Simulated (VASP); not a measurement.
MgO (Periclase), 2 atoms in the cell. It takes space group Fm-3m (No. 225, cubic). Conventional cell: a = 4.113 Å, b = 4.113 Å, c = 4.113 Å, α = 90.00°, β = 90.00°, γ = 90.00°. Within 2.7 Å of Mg (site symmetry m-3m) lie 6 O at 2.06 Å. O (site symmetry m-3m) has 6 Mg at 2.06 Å within 2.7 Å. 

```yaml
Program: VASP 6.6.1
Task: relaxation of cell and atoms
Functional: PBEsol
Potentials_or_basis: VASP PAW PBE potentials, release 64 (Mg, O)
Cutoff: 600 eV
k_mesh: 10 × 10 × 10
Occupations: gaussian, width 0.01 eV
Spin: no spin polarisation
Target_pressure: 13.3 GPa
Dipole_correction: no
Further_INCAR_settings: ALGO = Normal; EDIFF = 1e-06; IBRION = 2; EDIFFG = -0.002; NSW = 80; ISIF = 3
```

Potentials or basis: VASP PAW PBE potentials, release 64 (Mg, O).

The run is started by

```sh
$ cat potpaw_PBE.64/Mg/POTCAR potpaw_PBE.64/O/POTCAR > POTCAR
$ mpirun -np 1 vasp_std > vasp.out
```

Hardware: 1 thread of Intel(R) Xeon(R) Platinum 8488C (Sapphire Rapids), with other jobs on the host.

**Question.** How long does it take, and how much memory?

**Answer.** It took 7.8 s on 1 thread of Intel(R) Xeon(R) Platinum 8488C (Sapphire Rapids), with other jobs on the host, peak memory 0.14 GiB. Counts: scf iterations 19, k points 47, ion steps 3.
